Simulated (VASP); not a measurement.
TaTlO2:

```
Ta Tl O
1.0
     3.67623    0.00000    0.00000
    -1.83812    3.18371    0.00000
     0.00000    0.00000    5.93985
Ta Tl O
1 1 2
Direct
  0.00000 0.00000 0.50000
  0.00000 0.00000 0.00000
  0.33333 0.66667 0.50000
  0.66667 0.33333 0.50000
```

The cell was built from a structure type or drawn by symmetry, and may not be a known phase.

```yaml
Program: VASP 6.6.1
Task: relaxation of cell and atoms
Functional: PBE
Potentials_or_basis: VASP PAW PBE potentials, release 64 (Ta_pv, Tl_d, O)
Cutoff: 600 eV
k_mesh: 6 × 6 × 4
Occupations: gaussian, width 0.1 eV
Spin: no spin polarisation
```

At the start: pressure 2.4 GPa; volume 17.38 Å³/atom.

How do energy, volume and symmetry change on relaxing?

Over 5 steps the energy falls by 9.9 meV/atom and the volume is 18.03 Å³/atom (+3.7 %); space group P6/mmm (No. 191, to 0.1 Å) before and after.

Step by step:
```tsv
step	energy change (eV)	largest force (eV/Å)	pressure (GPa)	volume (Å³)
1	0.0000	0.0000	2.38	69.52
2	-0.0350	0.0000	-0.85	72.14
3	-0.0352	0.0000	-1.06	72.34
4	-0.0334	0.0000	1.49	71.81
5	-0.0397	0.0000	0.08	72.10
```

Final structure:
```
Ta Tl O
1.0
     3.67881    0.00000    0.00000
    -1.83940    3.18594    0.00000
     0.00000    0.00000    6.15166
Ta Tl O
1 1 2
Direct
  0.00000 0.00000 0.50000
  0.00000 0.00000 0.00000
  0.33333 0.66667 0.50000
  0.66667 0.33333 0.50000
```
